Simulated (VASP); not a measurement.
Here is a VASP 6.6.1 calculation.

Contents of POSCAR:

```
Ba2SeS
1.0
    4.6244860782      0.0000000000      0.0000000000
    0.0000000000      4.6244860782      0.0000000000
    0.0000000000      0.0000000000      6.5412104340
S Ba Se
1 2 1
Direct
    0.0000000000      0.0000000000      0.0000000000
    0.0000000000      0.0000000000      0.5000000000
    0.5000000000      0.5000000000      0.0000000000
    0.5000000000      0.5000000000      0.5000000000
```

File INCAR.step1:

```
SYSTEM = Ba2SeS
PREC = Accurate
ENCUT = 520
ISMEAR = 0
SIGMA = 0.01
LREAL = .FALSE.
LASPH = .TRUE.
NELM = 100
NBANDS = 24
GGA = PE
ALGO = Normal
EDIFF = 1E-4
LWAVE = .TRUE.
LCHARG = .FALSE.
```

INCAR.step2

```
SYSTEM = Ba2SeS
PREC = Accurate
ENCUT = 520
EDIFF = 1E-6
ISMEAR = 0
SIGMA = 0.01
LREAL = .FALSE.
LASPH = .TRUE.
NELM = 100
ALGO = Normal
ISIF = 2
LWAVE = .FALSE.
LCHARG = .TRUE.
METAGGA = R2SCAN
LMIXTAU = .TRUE.
LELF = .TRUE.
LVHAR = .TRUE.
NBANDS = 24
ISTART = 1
```

KPOINTS

```
regular mesh
0
G
  4 4 4
  0 0 0
```

Potentials or basis: VASP PAW PBE potentials, release 64 (S, Ba_sv, Se).

Command:

```sh
$ cat potpaw_PBE.64/S/POTCAR potpaw_PBE.64/Ba_sv/POTCAR potpaw_PBE.64/Se/POTCAR > POTCAR
$ cp INCAR.step1 INCAR
$ mpirun -np 1 vasp_std > vasp.out
$ cp INCAR.step2 INCAR
$ mpirun -np 1 vasp_std > vasp.out
```

Q: What does it give for the band gap on the k mesh?

A: 2.38 eV, direct.

Q: Predict the pressure.

A: 0.5 GPa.

Caveat: the PAW data sets were made with another functional, which shifts forces and pressure a little; spin-orbit coupling is left out, which moves the levels of the heavy elements. A k mesh can miss the band edges.
